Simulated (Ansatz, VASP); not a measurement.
SiO2 in VASP and in Ansatz

```
CELL_PARAMETERS angstrom
4.16670 0.00000 0.00000
0.00000 4.16670 0.00000
0.00000 0.00000 2.58457
ATOMIC_POSITIONS crystal
Si 0.00000 0.00000 0.00000
Si 0.50000 0.50000 0.50000
O 0.30489 0.30489 0.00000
O 0.19511 0.80489 0.50000
O 0.69511 0.69511 0.00000
O 0.80489 0.19511 0.50000
```

Change from the starting cell: z stretched by -3 %, ions relaxed.

Alike in both runs: functional PBE; k mesh 7 × 7 × 11; occupations fermi-dirac, width 0.02 eV; no spin polarisation.

Ansatz relaxed the structure, and its values are those at the end. VASP's run is a single point on that final structure, the one shown.

|  | VASP | Ansatz |
| --- | --- | --- |
| version | VASP 6.6.1 | Ansatz 0.2.0 |
| potentials or method | VASP PAW PBE potentials, release 64 (Si, O) | plane-wave PAW, scalar-relativistic |
| plane-wave cutoff (eV) | 520 | 420 |
| valence electrons in the cell | 32 | 32 |

```csv
,VASP,Ansatz,Ansatz less VASP
gap on the k mesh at the Fermi level (eV),6.32,6.33,+0.011
pressure (GPa),25.7,25.4,-0.28
rms of the force components (eV/Å),0.013,0.000,-0.0130
```

With one functional, cell and mesh, what is left measures potentials, basis and numerics. Ansatz's warnings: stress scf threshold loose.
